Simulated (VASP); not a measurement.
The system is Ga.

```
Ga
1.0
     2.21533   -3.75230    0.00000
     2.21533    3.75230    0.00000
     0.00000    0.00000    4.43165
Ga
4
Direct
  0.34510 0.65490 0.41900
  0.15490 0.84510 0.91900
  0.65490 0.34510 0.58100
  0.84510 0.15490 0.08100
```

This cell differs from its parent crystal: volume scaled by 0.94.

Base run:

* Program: VASP 6.6.1
* Functional: LDA
* Potentials or basis: VASP PAW LDA potentials, release 64 (Ga_d)
* Cutoff: 520 eV
* k mesh: 7 × 7 × 6
* Occupations: fermi-dirac, width 0.05 eV
* Spin: no spin polarisation

Its results: band gap on the k mesh zero (band 26 reaches 5.76 eV, above the bottom of band 27 at 4.43 eV); pressure 0.0 GPa; largest force 0.148 eV/Å.

Task: The run is repeated on the same cell with these changes: functional from LDA to PBEsol; potentials or basis from VASP PAW LDA potentials, release 64 (Ga_d) to VASP PAW PBE potentials, release 64 (Ga_d). What comes out?

Result: Band gap on the k mesh zero (band 26 reaches 5.86 eV, above the bottom of band 27 at 4.53 eV); pressure 2.3 GPa; largest force 0.124 eV/Å.

Caveats: the PAW data sets were made with another functional, which shifts forces and pressure a little (some runs).
